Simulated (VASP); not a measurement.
As:

```
As
1.0
     0.00000    2.09161    2.09161
     2.09161    0.00000    2.09161
     2.09161    2.09161    0.00000
As
1
Direct
  0.00000 0.00000 0.00000
```

This isn't the form of As at room conditions, which is rhombohedral.

| Quantity | Value |
| --- | --- |
| Program | VASP 6.6.1 |
| Task | relaxation of cell and atoms |
| Functional | revPBE |
| Potentials or basis | VASP PAW PBE potentials, release 64 (As) |
| Cutoff | 500 eV |
| k mesh | 13 × 13 × 13 |
| Occupations | fermi-dirac, width 0.1 eV |
| Spin | no spin polarisation |

At the start: pressure 6.2 GPa; volume 18.30 Å³/atom.

**Question.** Where does the relaxation end?

**Answer.** Over 3 steps the energy falls by 24.0 meV/atom and the volume is 19.63 Å³/atom (+7.2 %); space group Fm-3m (No. 225, to 0.1 Å) before and after.

The path:
| step | energy change (eV) | largest force (eV/Å) | pressure (GPa) | volume (Å³) |
| --- | --- | --- | --- | --- |
| 1 | 0.0000 | 0.0000 | 6.16 | 18.30 |
| 2 | -0.0199 | 0.0000 | -2.14 | 20.23 |
| 3 | -0.0240 | 0.0000 | 0.01 | 19.63 |

Final structure:
```cif
data_structure
_symmetry_space_group_name_H-M 'P 1'
_symmetry_Int_Tables_number 1
_cell_length_a 3.0277
_cell_length_b 3.0277
_cell_length_c 3.0277
_cell_angle_alpha 60.000
_cell_angle_beta 60.000
_cell_angle_gamma 60.000
_cell_volume 19.63
loop_
_atom_site_label
_atom_site_type_symbol
_atom_site_fract_x
_atom_site_fract_y
_atom_site_fract_z
_atom_site_occupancy
As1 As 0.00000 0.00000 0.00000 1
```

Caveat: the PAW data sets were made with another functional, which shifts forces and pressure a little.
